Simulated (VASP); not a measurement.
# Au (P-6m2) in VASP: single point with PBE

Aim: the single point of Au with PBE.

Everything below comes from runs of VASP 6.6.1. Logs are shortened: lines on timing, memory, paths and dates and some standing lists are left out, and cuts for length are marked.

## Step 1: The cell of the first run

The structure is hexagonal, space group P-6m2 (No. 187). Conventional cell: a = 2.931 Å, b = 2.931 Å, c = 24.174 Å, α = 90.00°, β = 90.00°, γ = 120.00°. Within 3.9 Å of Au (site symmetry 3m) lie 12 Au at 2.93 to 2.96 Å. Au (site symmetry -6m2) has 12 Au at 2.93 to 2.96 Å within 3.9 Å. Within 3.9 Å of Au (site symmetry 3m) lie 12 Au at 2.93 to 2.95 Å. Au (site symmetry 3m) has 12 Au at 2.93 to 2.95 Å within 3.9 Å. Au (site symmetry 3m) has 12 Au at 2.93 to 2.95 Å within 3.9 Å. Within 3.9 Å of Au (site symmetry -6m2) lie 12 Au at 2.93 to 2.95 Å.

## Step 2: Single point, PBE

INCAR

```
SYSTEM = Au
PREC = Accurate
ENCUT = 520
EDIFF = 1E-6
ISMEAR = 0
SIGMA = 0.1
LREAL = .FALSE.
LASPH = .TRUE.
NELM = 100
ALGO = Fast
ISIF = 2
LWAVE = .FALSE.
LCHARG = .FALSE.
GGA = PE
NBANDS = 66
```

KPOINTS

```
Automatic mesh
0
G
  18 18 2
  0 0 0
```

POSCAR

```
Au
1.0
    2.9307164864      0.0000000000      0.0000000000
   -1.4653582432      2.5380749285      0.0000000000
    0.0000000000      0.0000000000     24.1739854810
Au
10
Direct
    0.0000000000      0.0000000000     -0.0004030582
    0.3333333333      0.6666666667      0.1000000000
    0.0000000000      0.0000000000      0.2004030582
    0.3333333333      0.6666666667      0.3003087893
    0.6666666667      0.3333333333      0.4002054315
    0.3333333333      0.6666666667      0.5000962376
    0.0000000000      0.0000000000      0.6000000000
    0.3333333333      0.6666666667      0.6999037624
    0.6666666667      0.3333333333      0.7997945685
    0.3333333333      0.6666666667      0.8996912107
```

Potentials or basis: VASP PAW PBE potentials, release 64 (Au).

Command:

```sh
cat potpaw_PBE.64/Au/POTCAR > POTCAR
mpirun -np 1 vasp_std > vasp.out
```

OUTCAR:

```text
SYSTEM = Au
   PREC = Accurate
   ENCUT = 520
   EDIFF = 1E-6
   ISMEAR = 0
   LREAL = .FALSE.
   LASPH = .TRUE.
   NELM = 100
   ISIF = 2
   GGA = PE

 ion  position               nearest neighbor table
   1  0.000  0.000  1.000-  10 2.95  10 2.95  10 2.95   2 2.96   2 2.96   2 2.96
   2  0.333  0.667  0.100-   1 2.96   3 2.96   1 2.96   3 2.96   1 2.96   3 2.96
   3  0.000  0.000  0.200-   4 2.95   4 2.95   4 2.95   2 2.96   2 2.96   2 2.96
   4  0.333  0.667  0.300-   5 2.95   5 2.95   5 2.95   3 2.95   3 2.95   3 2.95
   5  0.667  0.333  0.400-   6 2.95   6 2.95   6 2.95   4 2.95   4 2.95   4 2.95
   6  0.333  0.667  0.500-   5 2.95   5 2.95   5 2.95   7 2.95   7 2.95   7 2.95
   7  0.000  0.000  0.600-   8 2.95   6 2.95   8 2.95   6 2.95   8 2.95   6 2.95
   8  0.333  0.667  0.700-   9 2.95   9 2.95   9 2.95   7 2.95   7 2.95   7 2.95
   9  0.667  0.333  0.800-   8 2.95   8 2.95   8 2.95  10 2.95  10 2.95  10 2.95
  10  0.333  0.667  0.900-   9 2.95   9 2.95   9 2.95   1 2.95   1 2.95   1 2.95

  LATTYP: Found a hexagonal cell.
 ALAT       =     2.9307164864
 C/A-ratio  =     8.2484899489

  Lattice vectors:

 A1 = (   2.9307164864,   0.0000000000,   0.0000000000)
 A2 = (  -1.4653582432,   2.5380749285,   0.0000000000)
 A3 = (   0.0000000000,   0.0000000000,  24.1739854810)

Analysis of symmetry for initial positions (statically):
=====================================================================
 Subroutine PRICEL returns:
 Original cell was already a primitive cell.

 Routine SETGRP: Setting up the symmetry group for a
 hexagonal supercell.

 Subroutine GETGRP returns: Found 12 space group operations
 (whereof  6 operations were pure point group operations)
 out of a pool of 24 trial point group operations.

The static configuration has the point symmetry C_3v.
 The point group associated with its full space group is D_3h.

Analysis of symmetry for dynamics (positions and initial velocities):
=====================================================================
 Subroutine PRICEL returns:
 Original cell was already a primitive cell.

 Routine SETGRP: Setting up the symmetry group for a
 hexagonal supercell.

 Subroutine GETGRP returns: Found 12 space group operations
 (whereof  6 operations were pure point group operations)
 out of a pool of 24 trial point group operations.

The dynamic configuration has the point symmetry C_3v.
 The point group associated with its full space group is D_3h.

 Subroutine INISYM returns: Found 12 space group operations
 (whereof  6 operations are pure point group operations),
 and found     1 'primitive' translations

----------------------------------------------------------------------------------------

                                     Primitive cell

  volume of cell :     179.8152

  direct lattice vectors                    reciprocal lattice vectors
     2.930716486  0.000000000  0.000000000     0.341213490  0.196999700  0.000000000
    -1.465358243  2.538074928  0.000000000     0.000000000  0.393999400  0.000000000
     0.000000000  0.000000000 24.173985481     0.000000000  0.000000000  0.041366783

  length of vectors
     2.930716486  2.930716486 24.173985481     0.393999400  0.393999400  0.041366783

  position of ions in fractional coordinates (direct lattice)
     0.000000000  0.000000000  0.999596942
     0.333333333  0.666666667  0.100000000
     0.000000000  0.000000000  0.200403058
     0.333333333  0.666666667  0.300308789
     0.666666667  0.333333333  0.400205431
     0.333333333  0.666666667  0.500096238
     0.000000000  0.000000000  0.600000000
     0.333333333  0.666666667  0.699903762
     0.666666667  0.333333333  0.799794568
     0.333333333  0.666666667  0.899691211

  ion indices of the primitive-cell ions
   primitive index   ion index
                 1           1
                 2           2
                 3           3
                 4           4
                 5           5
                 6           6
                 7           7
                 8           8
                 9           9
                10          10

----------------------------------------------------------------------------------------

 KPOINTS: Automatic mesh

Automatic generation of k-mesh.
 Grid dimensions read from file:
 generate k-points for:   18   18    2

 Generating k-lattice:

  Cartesian coordinates                     Fractional coordinates (reciprocal lattice)
     0.018956305  0.010944428  0.000000000     0.055555556 -0.000000000  0.000000000
     0.000000000  0.021888856  0.000000000     0.000000000  0.055555556  0.000000000
     0.000000000  0.000000000  0.020683391     0.000000000  0.000000000  0.500000000

  Length of vectors
     0.021888856  0.021888856  0.020683391

  Shift w.r.t. Gamma in fractional coordinates (k-lattice)
     0.000000000  0.000000000  0.000000000

 Subroutine IBZKPT returns following result:
 ===========================================

 Found     74 irreducible k-points:

 Following reciprocal coordinates:
            Coordinates               Weight
  0.000000  0.000000  0.000000      1.000000
  0.055556  0.000000  0.000000      6.000000
  0.111111  0.000000  0.000000      6.000000
  0.166667 -0.000000  0.000000      6.000000
  0.222222 -0.000000  0.000000      6.000000
  0.277778 -0.000000  0.000000      6.000000
[... 16 lines left out ...]
  0.333333  0.111111  0.000000     12.000000
  0.388889  0.111111  0.000000     12.000000
 [... further k-points ...]
   k-points           NKPTS =     74   k-points in BZ     NKDIM =     74   number of bands    NBANDS=     66
   number of dos      NEDOS =    301   number of ions     NIONS =     10
   total plane-waves  NPLWV = 103680
   dimension x,y,z NGX =    24 NGY =   24 NGZ =  180
   dimension x,y,z NGXF=    48 NGYF=   48 NGZF=  360
   ions per type =              10
   NGX,Y,Z   is equivalent  to a cutoff of  13.61, 13.61, 12.38 a.u.
   NGXF,Y,Z  is equivalent  to a cutoff of  27.23, 27.23, 24.76 a.u.
 SYSTEM =  Au
   PREC   = accura    normal or accurate (medium, high low for compatibility)
   ISTART =      0    job   : 0-new  1-cont  2-samecut
   ICHARG =      2    charge: 1-file 2-atom 10-const
   ISPIN  =      1    spin polarized calculation?
   LNONCOLLINEAR =      F non collinear calculations
   LSORBIT =      F    spin-orbit coupling
   LASPH  =      T    aspherical Exc in radial PAW
   ENCUT  =  520.0 eV  38.22 Ry    6.18 a.u.   5.45  5.45 44.95*2*pi/ulx,y,z
   NELM   =    100;   NELMIN=  2; NELMDL= -5     # of ELM steps
   EDIFF  = 0.1E-05   stopping-criterion for ELM
   LREAL  =      F    real-space projection
   EDIFFG = 0.1E-04   stopping-criterion for IOM
   NSW    =      0    number of steps for IOM
   IBRION =     -1    ionic relax: 0-MD 1-quasi-New 2-CG
   NFREE  =      0    steps in history (QN), initial steepest desc. (CG)
   ISIF   =      2    stress and relaxation
   ISYM   =      2    0-nonsym 1-usesym 2-fastsym
   POTIM  = 0.5000    time-step for ionic-motion
   TEBEG  =    0.0;   TEEND  =   0.0 temperature during run
   PSTRESS=    0.0 pullay stress
   NELECT =     110.0000    total number of electrons
   NUPDOWN=      -1.0000    fix difference up-down
   EMIN   =  10.00;   EMAX   =-10.00  energy-range for DOS
   EFERMI =   0.00;   METHOD = LEGACY
   ISMEAR =     0;   SIGMA  =   0.10  broadening in eV -4-tet -1-fermi 0-gaus
   EFERMI_NEDOS =   21; number of points for ismear=-14 and -15
   IALGO  =     68    algorithm
   IMIX   =      4    mixing-type and parameters
     AMIX     =   0.40;   BMIX     =  1.00
     AMIX_MAG =   1.60;   BMIX_MAG =  1.00
  volume/ion in A,a.u.               =      17.98       121.35
  Fermi-wavevector in a.u.,A,eV,Ry     =   1.389729  2.626208 26.277580  1.931348
  Thomas-Fermi vector in A             =   2.513732
   LORBIT       =      0    0 simple, 1 ext, 2 COOP (PROOUT), +10 PAW based schemes
   GGA     = PE    functional components
   LHFCALC =     F    Hartree Fock is set to
   AEXX    =    0.0000 exact exchange contribution
   IVDW    =     0    specifies the selected vdW correction
   LEPSILON=     F    determine dielectric tensor
   LRPA    =     F    only Hartree local field effects (RPA)
 non-spin polarized calculation
 RMM-DIIS sequential band-by-band and
 Gauss-broadening in eV      SIGMA  =   0.10
  energy-cutoff  :      520.00
  volume of cell :      179.82
 maximum number of plane-waves:      4950
 NGX is ok and might be reduce to    24
   NGX = 11   NGY = 11   NGZ = 89

 number of electron     109.9999997 magnetization

 Free energy of the ion-electron system (eV)
  ---------------------------------------------------
  ext. energy  EPLUGINS =         0.00000000
  ---------------------------------------------------
  free energy    TOTEN  =       -32.15996241 eV

  energy without entropy =      -32.14358187  energy(sigma->0) =      -32.15177214

 E-fermi :   8.5407     XC(G=0): -12.3970

 val. band max:        8.5309487483   @ k =   0.1111   0.0000   0.5000
 cond. band min:       8.5411003142   @ k =   0.1111   0.0000   0.5000
 fundamental gap:      0.0101515658
 Fermi energy:         8.5407474496

 k-point     1 :       0.0000    0.0000    0.0000
  band No.  band energies     occupation
      1      -0.6974      2.00000
      2      -0.3812      2.00000
      3      -0.3681      2.00000
      4       0.4852      2.00000
      5       0.4923      2.00000
      6       1.3979      2.00000
[... 58 lines left out ...]
     65      17.2982      0.00000
     66      21.0341      0.00000

 k-point     2 :       0.0556    0.0000    0.0000
  band No.  band energies     occupation
      1      -0.6052      2.00000
      2      -0.2907      2.00000
      3      -0.2776      2.00000
      4       0.5727      2.00000
      5       0.5797      2.00000
      6       1.4856      2.00000
[... 1507 lines left out ...]
     65      14.0440      0.00000
     66      14.7955      0.00000

 k-point    24 :       0.3889    0.1111    0.0000
  band No.  band energies     occupation
      1       2.0736      2.00000
      2       2.1232      2.00000
      3       2.2196      2.00000
      4       2.2349      2.00000
      5       2.3511      2.00000
      6       2.4687      2.00000
[... 58 lines left out ...]
     65      13.6670      0.00000
     66      13.7946      0.00000

 [... further k-points ...]

------------------------ aborting loop because EDIFF is reached ----------------------------------------

  FORCE on cell =-STRESS in cart. coord.  units (eV):
  Direction    XX          YY          ZZ          XY          YZ          ZX
  --------------------------------------------------------------------------------------
  -------------------------------------------------------------------------------------
  Total       -0.2683685     -0.2683685     -0.2777128      0.0000000     -0.0000000      0.0000000
  in kB       -2.3911985     -2.3911985     -2.4744577      0.0000000     -0.0000000      0.0000000
  external PRESSURE =      -2.4189516 kB  Pullay stress =       0.0000000 kB

 VOLUME and BASIS-vectors are now :
 -----------------------------------------------------------------------------
  energy-cutoff  :      520.00
  volume of cell :      179.82
      direct lattice vectors                 reciprocal lattice vectors
     2.930716486  0.000000000  0.000000000     0.341213490  0.196999700  0.000000000
    -1.465358243  2.538074928  0.000000000     0.000000000  0.393999400  0.000000000
     0.000000000  0.000000000 24.173985481     0.000000000  0.000000000  0.041366783

 POSITION                                       TOTAL-FORCE (eV/Angst)
 -----------------------------------------------------------------------------------
      0.00000      0.00000     24.16424        -0.000000      0.000000     -0.000268
     -0.00000      1.69205      2.41740         0.000000      0.000000     -0.000000
      0.00000      0.00000      4.84454         0.000000      0.000000      0.000268
     -0.00000      1.69205      7.25966         0.000000     -0.000000     -0.000428
      1.46536      0.84602      9.67456        -0.000000     -0.000000     -0.000459
     -0.00000      1.69205     12.08932         0.000000      0.000000     -0.000489
      0.00000      0.00000     14.50439        -0.000000      0.000000     -0.000000
     -0.00000      1.69205     16.91946        -0.000000      0.000000      0.000489
      1.46536      0.84602     19.33422        -0.000000     -0.000000      0.000459
     -0.00000      1.69205     21.74912         0.000000     -0.000000      0.000428
 -----------------------------------------------------------------------------------
    total drift:                                0.000000     -0.000000     -0.000000

  FREE ENERGIE OF THE ION-ELECTRON SYSTEM (eV)
  ---------------------------------------------------
  free  energy   TOTEN  =       -32.1599624051 eV

  energy  without entropy=      -32.1435818657  energy(sigma->0) =      -32.15177214
```

Wall time 7.4 min (1 thread of Intel Xeon 6975P-C (Granite Rapids), shared host); peak memory 0.7 GiB.

What came out:

```
Free energy            : -32.1600 eV
Pressure               : -0.2 GPa
Band gap on the k mesh : zero (bands 55 and 56 overlap by 4.79 eV)
```

Caveat: spin-orbit coupling is left out, which moves the levels of the heavy elements.
